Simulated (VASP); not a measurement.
Crystal: AlSn.

```
CELL_PARAMETERS angstrom
6.21590 0.00000 0.00000
-3.10795 5.38313 0.00000
0.00000 0.00000 4.49466
ATOMIC_POSITIONS crystal
Al 0.00000 0.00000 0.00000
Al 0.33333 0.66667 0.00000
Al 0.66667 0.33333 0.00000
Sn 0.50000 0.00000 0.00000
Sn 0.00000 0.50000 0.00000
Sn 0.50000 0.50000 0.00000
```

The cell was built from a structure type or drawn by symmetry, and may not be a known phase.

| Quantity | Value |
| --- | --- |
| Program | VASP 6.6.1 |
| Task | relaxation of cell and atoms |
| Functional | PBE |
| Potentials or basis | VASP PAW PBE potentials, release 64 (Al, Sn_d) |
| Cutoff | 600 eV |
| k mesh | 3 × 3 × 4 |
| Occupations | gaussian, width 0.1 eV |
| Spin | no spin polarisation |

At the start: pressure 100.7 GPa; volume 25.07 Å³/atom.

Task: How do energy, volume and symmetry change on relaxing?

Result: Over 23 steps the energy falls by 6794.9 meV/atom and the volume is 36.61 Å³/atom (+46.1 %); space group P6/mmm (No. 191, to 0.1 Å) before and after.

The path:
| step | energy change (eV) | largest force (eV/Å) | pressure (GPa) | volume (Å³) |
| --- | --- | --- | --- | --- |
| 1 | 0.0000 | 0.0000 | 100.65 | 150.40 |
| 2 | -15.7961 | 0.0000 | -18.54 | 683.55 |
| 3 | -36.4594 | 0.0000 | -3.20 | 374.97 |
| 4 | -36.7394 | 0.0000 | -3.03 | 360.98 |
| 5 | -36.7553 | 0.0000 | 3.56 | 265.81 |
| 6 | -37.2948 | 0.0000 | -2.07 | 323.68 |
| 7 | -37.4203 | 0.0000 | -1.02 | 300.28 |
| 8 | -37.4173 | 0.0000 | -1.24 | 303.79 |
| 9 | -37.6798 | 0.0000 | -1.35 | 291.65 |
| 10 | -38.7274 | 0.0000 | -1.47 | 255.03 |
| 11 | -39.6281 | 0.0000 | 10.03 | 180.95 |
| 12 | -39.3580 | 0.0000 | -1.04 | 234.59 |
| 13 | -40.1366 | 0.0000 | 1.19 | 207.84 |
| 14 | -40.4275 | 0.0000 | 4.04 | 194.42 |
| 15 | -40.4306 | 0.0000 | 3.38 | 196.63 |
| 16 | -40.4918 | 0.0000 | 4.22 | 195.67 |
| 17 | -40.5001 | 0.0000 | 3.96 | 195.93 |
| 18 | -40.6011 | 0.0000 | 2.98 | 200.51 |
| 19 | -40.7578 | 0.0000 | 0.59 | 214.68 |
| 20 | -40.7676 | 0.0000 | 0.01 | 219.03 |
| 21 | -40.7677 | 0.0000 | -0.07 | 219.66 |
| 22 | -40.7689 | 0.0000 | -0.02 | 219.66 |
| 23 | -40.7695 | 0.0000 | 0.04 | 219.66 |

Final structure:
```yaml
crystal:
  lattice:
    - [9.41298, 0.00000, 0.00000]
    - [-4.70649, 8.15188, 0.00000]
    - [0.00000, 0.00000, 2.86261]
  atoms:
    - { symbol: Al, position: [0.00000, 0.00000, 0.00000] }
    - { symbol: Al, position: [0.33333, 0.66667, 0.00000] }
    - { symbol: Al, position: [0.66667, 0.33333, 0.00000] }
    - { symbol: Sn, position: [0.50000, 0.00000, 0.00000] }
    - { symbol: Sn, position: [0.00000, 0.50000, 0.00000] }
    - { symbol: Sn, position: [0.50000, 0.50000, 0.00000] }
```

Caveat: the k points lie up to 0.55 Å⁻¹ apart in the final cell, too coarse for converged energies and pressures of a metal; the volume moved by over 15 % at a fixed basis, so the end points are rough.
